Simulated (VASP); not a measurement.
# HfO2 (Fm-3m) in VASP: notebook, part 2 of 2

VASP 6.6.1.

## (5) Single point, PBE

This run uses another cell than the first one, of 11.04 Å³/atom, 1.136 times its volume.

INCAR reads:

```
ALGO = Normal ; EDIFF = 1E-6
ENCUT = 520 ; GGA = PE
ISIF = 2 ; ISMEAR = 0
LASPH = True ; LCHARG = False
LREAL = False ; LWAVE = False
NBANDS = 18 ; NELM = 60
PREC = Accurate ; SIGMA = 0.02
```

KPOINTS reads:

```
k-points
0
Gamma
  8 8 8
```

POSCAR reads:

```
HfO2
1.0
    0.0000000000      2.5488057610      2.5488057610
    2.5488057610      0.0000000000      2.5488057610
    2.5488057610      2.5488057610      0.0000000000
Hf O
1 2
Direct
    0.0000000000      0.0000000000      0.0000000000
    0.2500000000      0.2500000000      0.2500000000
    0.7500000000      0.7500000000      0.7500000000
```

Potentials or basis: VASP PAW PBE potentials, release 64 (Hf_pv, O).

On the command line:

```bash
> cat potpaw_PBE.64/Hf_pv/POTCAR potpaw_PBE.64/O/POTCAR > POTCAR
> mpirun -np 1 vasp_std > vasp.out
```

OUTCAR:

```text
EDIFF = 1E-6
   ENCUT = 520
   GGA = PE
   ISIF = 2
   ISMEAR = 0
   LASPH = True
   LREAL = False
   NELM = 60
   PREC = Accurate

 ion  position               nearest neighbor table
   1  0.000  0.000  0.000-   3 2.21   3 2.21   3 2.21   2 2.21   2 2.21   2 2.21   3 2.21   2 2.21

   2  0.250  0.250  0.250-   1 2.21   1 2.21   1 2.21   1 2.21
   3  0.750  0.750  0.750-   1 2.21   1 2.21   1 2.21   1 2.21

  LATTYP: Found a face centered cubic cell.
 ALAT       =     5.0976115220

  Lattice vectors:

 A1 = (   0.0000000000,   2.5488057610,   2.5488057610)
 A2 = (   2.5488057610,   0.0000000000,   2.5488057610)
 A3 = (   2.5488057610,   2.5488057610,   0.0000000000)

Analysis of symmetry for initial positions (statically):
=====================================================================
 Subroutine PRICEL returns:
 Original cell was already a primitive cell.

 Routine SETGRP: Setting up the symmetry group for a
 face centered cubic supercell.

 Subroutine GETGRP returns: Found 48 space group operations
 (whereof 48 operations were pure point group operations)
 out of a pool of 48 trial point group operations.

The static configuration has the point symmetry O_h .

Analysis of symmetry for dynamics (positions and initial velocities):
=====================================================================
 Subroutine PRICEL returns:
 Original cell was already a primitive cell.

 Routine SETGRP: Setting up the symmetry group for a
 face centered cubic supercell.

 Subroutine GETGRP returns: Found 48 space group operations
 (whereof 48 operations were pure point group operations)
 out of a pool of 48 trial point group operations.

The dynamic configuration has the point symmetry O_h .

 Subroutine INISYM returns: Found 48 space group operations
 (whereof 48 operations are pure point group operations),
 and found     1 'primitive' translations

[... 107 lines left out ...]
   NELECT =      22.0000    total number of electrons
   NUPDOWN=      -1.0000    fix difference up-down
   EMIN   =  10.00;   EMAX   =-10.00  energy-range for DOS
   EFERMI =   0.00;   METHOD = LEGACY
   ISMEAR =     0;   SIGMA  =   0.02  broadening in eV -4-tet -1-fermi 0-gaus
   EFERMI_NEDOS =   21; number of points for ismear=-14 and -15
   IALGO  =     38    algorithm
   IMIX   =      4    mixing-type and parameters
     AMIX     =   0.40;   BMIX     =  1.00
     AMIX_MAG =   1.60;   BMIX_MAG =  1.00
  volume/ion in A,a.u.               =      11.04        74.49
  Fermi-wavevector in a.u.,A,eV,Ry     =   1.428463  2.699404 27.762776  2.040506
  Thomas-Fermi vector in A             =   2.548522
   LORBIT       =      0    0 simple, 1 ext, 2 COOP (PROOUT), +10 PAW based schemes
   GGA     = PE    functional components
   LHFCALC =     F    Hartree Fock is set to
   AEXX    =    0.0000 exact exchange contribution
   IVDW    =     0    specifies the selected vdW correction
   LEPSILON=     F    determine dielectric tensor
   LRPA    =     F    only Hartree local field effects (RPA)
 non-spin polarized calculation
 Gauss-broadening in eV      SIGMA  =   0.02
  energy-cutoff  :      520.00
  volume of cell :       33.12
 maximum number of plane-waves:       911
   NGX = 13   NGY = 13   NGZ = 13

 number of electron      21.9999992 magnetization

 Free energy of the ion-electron system (eV)
  ---------------------------------------------------
  ext. energy  EPLUGINS =         0.00000000
  ---------------------------------------------------
  free energy    TOTEN  =       -30.24335914 eV

  energy without entropy =      -30.24335914  energy(sigma->0) =      -30.24335914

 E-fermi :   4.2543     XC(G=0): -11.7517

 val. band max:        4.1404622937   @ k =   0.5000   0.5000   0.0000
 cond. band min:       7.8977534133   @ k =   0.5000   0.5000   0.0000
 fundamental gap:      3.7572911195
 Fermi energy:         4.2543279974

 k-point     1 :       0.0000    0.0000    0.0000
  band No.  band energies     occupation
      1     -25.6225      2.00000
      2     -25.6225      2.00000
      3     -25.6225      2.00000
      4     -14.4908      2.00000
      5     -11.5385      2.00000
      6      -1.1027      2.00000
[... 481 lines left out ...]
      5     -12.4221      2.00000
      6      -0.6063      2.00000
[... 10 lines left out ...]
     17      15.0267      0.00000
     18      16.9701      0.00000

 [... further k-points ...]
[... 5 lines left out ...]
  --------------------------------------------------------------------------------------
  -------------------------------------------------------------------------------------
  Total       -0.7495566     -0.7495566     -0.7495566      0.0000000      0.0000000     -0.0000000
  in kB      -36.2639255    -36.2639255    -36.2639255      0.0000000      0.0000000     -0.0000000
  external PRESSURE =     -36.2639255 kB  Pullay stress =       0.0000000 kB

 VOLUME and BASIS-vectors are now :
 -----------------------------------------------------------------------------
  energy-cutoff  :      520.00
  volume of cell :       33.12
      direct lattice vectors                 reciprocal lattice vectors
     0.000000000  2.548805761  2.548805761    -0.196170304  0.196170304  0.196170304
     2.548805761  0.000000000  2.548805761     0.196170304 -0.196170304  0.196170304
     2.548805761  2.548805761  0.000000000     0.196170304  0.196170304 -0.196170304

 POSITION                                       TOTAL-FORCE (eV/Angst)
 -----------------------------------------------------------------------------------
      0.00000      0.00000      0.00000         0.000000     -0.000000     -0.000000
      1.27440      1.27440      1.27440        -0.000000     -0.000000      0.000000
      3.82321      3.82321      3.82321         0.000000      0.000000     -0.000000
 -----------------------------------------------------------------------------------
    total drift:                                0.000000      0.000000      0.000000

  FREE ENERGIE OF THE ION-ELECTRON SYSTEM (eV)
  ---------------------------------------------------
  free  energy   TOTEN  =       -30.2433591419 eV

  energy  without entropy=      -30.2433591419  energy(sigma->0) =      -30.24335914
```

OSZICAR:

```text
N       E                     dE             d eps       ncg     rms          rms(c)
DAV:   1     0.934079825858E+02    0.93408E+02   -0.12673E+04  1044   0.121E+03
DAV:   2    -0.318798883223E+02   -0.12529E+03   -0.12019E+03  1358   0.288E+02
DAV:   3    -0.360267092552E+02   -0.41468E+01   -0.41276E+01  1180   0.464E+01
DAV:   4    -0.360520076886E+02   -0.25298E-01   -0.25290E-01  1284   0.396E+00
DAV:   5    -0.360521648690E+02   -0.15718E-03   -0.15718E-03  1172   0.299E-01    0.463E+01
DAV:   6    -0.303842937519E+02    0.56679E+01   -0.20489E+01  1064   0.322E+01    0.406E+01
DAV:   7    -0.302837981945E+02    0.10050E+00   -0.67925E-01  1204   0.675E+00    0.287E+01
DAV:   8    -0.302678919029E+02    0.15906E-01   -0.32297E-01  1124   0.516E+00    0.994E+00
DAV:   9    -0.302430340589E+02    0.24858E-01   -0.73121E-02  1102   0.230E+00    0.268E+00
DAV:  10    -0.302433078057E+02   -0.27375E-03   -0.35021E-03  1170   0.447E-01    0.160E-01
DAV:  11    -0.302433443728E+02   -0.36567E-04   -0.18363E-04  1192   0.115E-01    0.217E-01
DAV:  12    -0.302433581950E+02   -0.13822E-04   -0.40180E-05  1154   0.423E-02    0.122E-02
DAV:  13    -0.302433591419E+02   -0.94683E-06   -0.14927E-06  1128   0.915E-03
   1 F= -.30243359E+02 E0= -.30243359E+02  d E =-.553737E-18
```

stdout:

```text
POSCAR found type information on POSCAR HfO
 POSCAR found :  2 types and       3 ions
 scaLAPACK will be used
 LDA part: xc-table for (Slater+PW92), standard interpolation
 POSCAR, INCAR and KPOINTS ok, starting setup
 FFT: planning ... GRIDC
 FFT: planning ... GRID_SOFT
 FFT: planning ... GRID
 WAVECAR not read
 entering main loop
```

Run time: 15 s. Hardware: 1 thread of Intel Xeon Platinum 8488C (Sapphire Rapids), shared host; peak memory 0.16 GiB.

Results:

| Quantity | Value |
| --- | --- |
| Free energy | -30.2434 eV |
| Pressure | -3.6 GPa |
| Band gap on the k mesh | 3.76 eV, direct |

Caveat: spin-orbit coupling is left out, which moves the levels of the heavy elements.

## (6) Single point, PBE (volume scaled by 1.03)

INCAR reads:

```
SYSTEM = HfO2
PREC = Accurate ; ENCUT = 520
EDIFF = 1E-6 ; ISMEAR = 0
SIGMA = 0.02 ; LREAL = .FALSE.
LASPH = .TRUE. ; NELM = 100
ALGO = Normal ; ISIF = 2
LWAVE = .FALSE. ; LCHARG = .FALSE.
GGA = PE ; NBANDS = 18
```

KPOINTS reads:

```
Automatic mesh
0
G
  8 8 8
  0 0 0
```

POSCAR reads:

```
HfO2
1.0
    0.0000000000      2.5740431029      2.5740431029
    2.5740431029      0.0000000000      2.5740431029
    2.5740431029      2.5740431029      0.0000000000
Hf O
1 2
Direct
    0.0000000000      0.0000000000      0.0000000000
    0.2500000000      0.2500000000      0.2500000000
    0.7500000000      0.7500000000      0.7500000000
```

Potentials or basis: VASP PAW PBE potentials, release 64 (Hf_pv, O).

On the command line:

```bash
> cat potpaw_PBE.64/Hf_pv/POTCAR potpaw_PBE.64/O/POTCAR > POTCAR
> mpirun -np 1 vasp_std > vasp.out
```

Run time: 14 s. Hardware: 1 thread of Intel Xeon Platinum 8488C (Sapphire Rapids), shared host; peak memory 0.16 GiB.

It converged, with:

* Free energy: -30.2013 eV
* Pressure: -10.2 GPa
* Band gap on the k mesh: 3.68 eV, direct

Levels at points of the mesh, in eV from the valence-band top:
```tsv
k point	band 9	band 10	band 11	band 12	band 13	band 14
(0.00, 0.00, 0.00)	-0.59	-0.59	-0.59	3.77	3.77	5.47
(0.50, 0.00, 0.00)	-2.63	-1.78	-1.78	4.44	4.44	6.56
(0.50, 0.50, 0.00)	-1.45	-1.45	0.00	3.68	5.26	6.22
```

Caveat: the cell differs from its parent crystal (volume scaled by 1.03); spin-orbit coupling is left out, which moves the levels of the heavy elements.

## (7) The runs side by side

| cell | gap on the mesh (eV) | pressure (GPa) |
| --- | --- | --- |
| a = 3.454 Å, angles 60.0°, 3 atoms | 4.10 | 36.3 |
| a = 3.531 Å, angles 60.0°, 3 atoms | 3.92 | 13.1 |
| a = 3.568 Å, angles 60.0°, 3 atoms | 3.84 | 4.1 |
| a = 3.605 Å, angles 60.0°, 3 atoms | 3.76 | -3.6 |
| a = 3.640 Å, angles 60.0°, 3 atoms | 3.68 | -10.2 |

Alike in all rows: task single point; level PBE; potentials or basis VASP PAW PBE potentials, release 64 (Hf_pv, O); no spin polarisation; k mesh 8 × 8 × 8; cutoff (eV) 520; smearing gaussian 0.02 eV.

Caveats: spin-orbit coupling is left out, which moves the levels of the heavy elements.

Total energies depend on the potentials used, so only differences within one code and one set of settings carry meaning.
